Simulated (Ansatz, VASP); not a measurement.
**C in VASP and in Ansatz**

The input INCAR:

```
PREC     = Accurate       # precision mode
ENCUT    = 520            # plane-wave cutoff, eV
EDIFF    = 1E-6           # SCF threshold, eV
ISMEAR   = 0              # smearing method
SIGMA    = 0.15           # smearing width, eV
LREAL    = F              # projectors in reciprocal space
LASPH    = T              # aspherical terms in the spheres
NELM     = 100            # most SCF steps
ALGO     = Normal         # electronic algorithm
ISIF     = 2              # what is computed and relaxed
LWAVE    = F              # write WAVECAR
LCHARG   = T              # write CHGCAR
GGA      = PE             # functional
IVDW     = 12             # dispersion correction
LELF     = T              # ELF
LVHAR    = T            
NBANDS   = 16             # bands
```

Contents of KPOINTS:

```
Automatic mesh
0
Gamma
  22 22 8
```

File POSCAR:

```
C
1.0
    1.2327689981     -2.1341461166      0.0000000000
    1.2327689981      2.1341461166      0.0000000000
    0.0000000000      0.0000000000      6.7989836842
C
4
Direct
    0.1020459761      0.9260596708      0.7500000000
    0.5833101797      0.4166898203      0.2500000000
    0.9166898203      0.0833101797      0.2500000000
    0.4166898203      0.5833101797      0.7500000000
```

Input for Ansatz:

```yaml
crystal:
  lattice:
    - [1.2327689981, -2.1341461166, 0.0]
    - [1.2327689981, 2.1341461166, 0.0]
    - [0.0, 0.0, 6.7989836842]
  atoms:
    - { symbol: C, position: [0.1020459761, 0.9260596708, 0.75] }
    - { symbol: C, position: [0.5833101797, 0.4166898203, 0.25] }
    - { symbol: C, position: [0.9166898203, 0.0833101797, 0.25] }
    - { symbol: C, position: [0.4166898203, 0.5833101797, 0.75] }
basis:
  ecutwfc: 420
kpoints:
  mp_grid: { grid: [22, 22, 8] }
hamiltonian:
  xc: pbe
  dispersion: d3bj
scf:
  occupations: { method: gaussian, width: 0.15 }
output:
  forces: true
  stress: true
  eigenvalues: true
```

Alike in both runs: task single point; functional PBE; dispersion D3(BJ); k mesh 22 × 22 × 8; occupations gaussian, width 0.15 eV; no spin polarisation.

|  | VASP | Ansatz |
| --- | --- | --- |
| version | VASP 6.6.1 | Ansatz 0.2.0 |
| potentials or method | VASP PAW PBE potentials, release 64 (C), cutoff 520 eV | scalar-relativistic, plane waves, PAW |
| valence electrons in the cell | 16 | 16 |

```tsv
	VASP	Ansatz	Ansatz less VASP
gap on the k mesh at the Fermi level (eV)	none	none	-
pressure (GPa)	0.8	0.3	-0.43
traceless stress, the component that is largest in VASP (GPa)	1.73	1.70	-0.034
rms of the force components (eV/Å)	0.841	0.840	-0.0007
```

Atom by atom the forces differ by 0.001 eV/Å (rms over components). A gap of «none» marks a metal or a gap that the smearing closes.
